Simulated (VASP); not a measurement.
Runs of VASP 6.6.1 on Y. The structure is that of space group Fm-3m (No. 225), or close to it. The cells are those of the table. 

```csv
task,cell,gap on the mesh (eV),pressure (GPa)
electric field gradients,"a = 3.583 Å, angles 60.0°, 1 atom",none,-0.2
electric field gradients,"a = 3.549 Å, angles 60.0°, 1 atom",none,(a)
single point,"a = 3.549 Å, angles 60.0°, 1 atom",none,0.9
electric field gradients,"a = 3.514 Å, angles 60.0°, 1 atom",none,2.3
single point,"a = 3.583 Å, angles 60.0°, 1 atom",none,-0.2
single point,"a = 3.443 Å, angles 60.0°, 1 atom",none,5.4
electric field gradients,"a = 3.479 Å, angles 60.0°, 1 atom",none,3.7
electric field gradients,"a = 3.443 Å, angles 60.0°, 1 atom",none,5.4
```

Alike in all rows: level PBE; potentials or basis VASP PAW PBE potentials, release 64 (Y_sv); no spin polarisation; k mesh 13 × 13 × 13; cutoff (eV) 520; smearing fermi-dirac 0.05 eV.

Task: Fill in the values left out.

Result: (a) 1.0.

A k mesh can miss the band edges, and the runs leave out spin-orbit coupling on Y.

A gap of «none» marks levels without a gap at the run's occupations.
